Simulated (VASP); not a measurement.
H, 1 atom in the cell. The structure is tetragonal, space group P4/mmm (No. 123). The conventional cell has a = 2.756 Å, b = 2.756 Å, c = 0.980 Å, α = 90.00°, β = 90.00°, γ = 90.00°. H (site symmetry 4/mmm) has 2 H at 0.98 Å within 1.3 Å.  This cell differs from its parent crystal: strain +0.040 along x and y, +0.000 along z.

```yaml
Program: VASP 6.6.1
Task: single point
Functional: PBEsol
Potentials_or_basis: VASP PAW PBE potentials, release 64 (H)
Cutoff: 520 eV
k_mesh: 10 × 10 × 26
Occupations: gaussian, width 0.05 eV
Spin: no spin polarisation
Dipole_correction: no
Further_INCAR_settings: ALGO = Normal; EDIFF = 1e-07; NBANDS = 6
```

Potentials or basis: VASP PAW PBE potentials, release 64 (H).

Command:

```bash
$ cat potpaw_PBE.64/H/POTCAR > POTCAR
$ mpirun -np 1 vasp_std > vasp.out
```

Hardware: 1 thread of Intel Xeon 8259CL (shared host).

**Question.** Estimate the wall time of this run.

**Answer.** Wall time 14 s on 1 thread of Intel Xeon 8259CL (shared host), peak memory 0.11 GiB. Counts: scf iterations 11, k points 294.
